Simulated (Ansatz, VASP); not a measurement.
InP in VASP and in Ansatz

```
In P
1.0
     0.00000    2.76883    2.76883
     2.76883    0.00000    2.76883
     2.76883    2.76883    0.00000
In P
1 1
Direct
  0.00000 0.00000 0.00000
  0.50000 0.50000 0.50000
```

Alike in both runs: functional PBEsol; k mesh 6 × 6 × 6; occupations fermi-dirac, width 0.05 eV; non-collinear spin, spin-orbit coupling.

|  | VASP | Ansatz |
| --- | --- | --- |
| version | VASP 6.6.1 | Ansatz 0.2.0 |
| potentials or method | VASP PAW PBE potentials, release 64 (In_d, P) | Ansatz PAW |
| plane-wave cutoff (eV) | 520 | 420 |
| valence electrons in the cell | 18 | 18 |
| task | single point | band structure |

|  | VASP | Ansatz | Ansatz less VASP |
| --- | --- | --- | --- |
| pressure (GPa) | -3.2 | -3.2 | -0.05 |
| net moment per atom (μB) | 0.00 | 0.00 | 0.000 |

VASP's potentials were made for PBE, not for PBEsol.
